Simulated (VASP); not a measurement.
Input of a VASP 6.6.1 run:

Contents of INCAR:

```
  PREC = Accurate
  ENCUT = 520
  EDIFF = 1E-6
  ISMEAR = 0
  SIGMA = 0.05
  LREAL = F
  LASPH = T
  NELM = 80
  ALGO = Normal
  ISIF = 2
  LWAVE = F
  LCHARG = F
  GGA = PE
  NBANDS = 14
```

The input KPOINTS:

```
regular mesh
0
Gamma
  8 8 8
```

Contents of POSCAR:

```
NaCl
1.0
    0.0000000000      2.7184800000      2.7184800000
    2.7184800000      0.0000000000      2.7184800000
    2.7184800000      2.7184800000      0.0000000000
Na Cl
1 1
Direct
    0.0000000000      0.0000000000      0.0000000000
    0.5000000000      0.5000000000      0.5000000000
```

Potentials or basis: VASP PAW PBE potentials, release 64 (Na_pv, Cl).

Launch:

```console
$ cat potpaw_PBE.64/Na_pv/POTCAR potpaw_PBE.64/Cl/POTCAR > POTCAR
$ mpirun -np 1 vasp_std > vasp.out
```

Question: Predict the band gap on the k mesh.

Answer: 5.57 eV.

Question: What does it give for the pressure?

Answer: 4.5 GPa.

Caveat: the cell differs from its parent crystal (strain -0.040 along x and y, -0.040 along z); the cell stands under pressure.
